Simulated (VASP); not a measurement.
A run of VASP 6.6.1 is set up as follows.

INCAR

```
PREC     = Accurate       # precision mode
ENCUT    = 520            # plane-wave cutoff, eV
EDIFF    = 1E-6           # SCF threshold, eV
ISMEAR   = -1             # smearing method
SIGMA    = 0.1            # smearing width, eV
LREAL    = F              # projectors in reciprocal space
LASPH    = T              # aspherical terms in the spheres
NELM     = 80             # most SCF steps
ALGO     = Normal         # electronic algorithm
ISIF     = 2              # what is computed and relaxed
LWAVE    = F              # write WAVECAR
LCHARG   = F              # write CHGCAR
GGA      = PE             # functional
NBANDS   = 16             # bands
```

The input KPOINTS:

```
Automatic mesh
0
Gamma
  8 8 8
```

File POSCAR:

```
HgTe
1.0
    0.0000000000      3.3300000000      3.3300000000
    3.3300000000      0.0000000000      3.3300000000
    3.3300000000      3.3300000000      0.0000000000
Hg Te
1 1
Direct
   -0.0030030030      0.0030030030      0.0030030030
    0.2500000000      0.2500000000      0.2500000000
```

Potentials or basis: VASP PAW PBE potentials, release 64 (Hg, Te).

Launch:

```bash
$ cat potpaw_PBE.64/Hg/POTCAR potpaw_PBE.64/Te/POTCAR > POTCAR
$ mpirun -np 1 vasp_std > vasp.out
```

Q: Estimate the largest force.

A: 0.053 eV/Å.

Q: Predict the pressure.

A: -0.1 GPa.

Forces in eV/Å, atoms in the order of the input:
```
Hg  -0.053  0.000  0.000
Te   0.053  0.000  0.000
```
